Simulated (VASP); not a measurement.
Write the native input for VASP 6.6.1 that does the following.

- Task: single point
- Functional: PBEsol
- Potentials or basis: VASP PAW PBE potentials, release 64 (C)
- Cutoff: 520 eV
- k mesh: 22 × 22 × 22
- Occupations: fermi-dirac, width 0.08 eV
- Spin: no spin polarisation
- Dipole correction: no
- Further INCAR settings: ALGO = Normal; EDIFF = 1e-06; NBANDS = 8

The structure of C lies in POSCAR:

```
C
1.0
   -1.0870646944      1.0870646944      1.0870646944
    1.0870646944     -1.0870646944      1.0870646944
    1.0870646944      1.0870646944     -1.0870646944
C
1
Direct
    0.0000000000      0.0000000000      0.0000000000
```

This cell differs from its parent crystal: volume scaled by 0.8.

The input as run:

INCAR

```
SYSTEM = C
  ALGO = Normal
  EDIFF = 1E-6
  ENCUT = 520
  GGA = PS
  ISIF = 2
  ISMEAR = -1
  LASPH = .True.
  LCHARG = .True.
  LELF = .True.
  LREAL = .False.
  LVHAR = .True.
  LWAVE = .False.
  NBANDS = 8
  NELM = 100
  PREC = Accurate
  SIGMA = 0.08
```

KPOINTS

```
k-points
0
Gamma
  22 22 22
  0 0 0
```

Potentials or basis: VASP PAW PBE potentials, release 64 (C).

Launch:

```sh
$ cat potpaw_PBE.64/C/POTCAR > POTCAR
$ mpirun -np 1 vasp_std > vasp.out
```

It gave:

The pressure is 75.5 GPa and the band gap on the k mesh is zero (band 2 reaches 24.37 eV, above the bottom of band 3 at 7.46 eV).

Caveat: the PAW data sets were made with another functional, which shifts forces and pressure a little.

Wall time 4.5 s on 1 thread of Intel(R) Xeon(R) Platinum 8375C CPU @ 2.90GHz (Ice Lake) (shared host), peak memory 0.11 GiB.
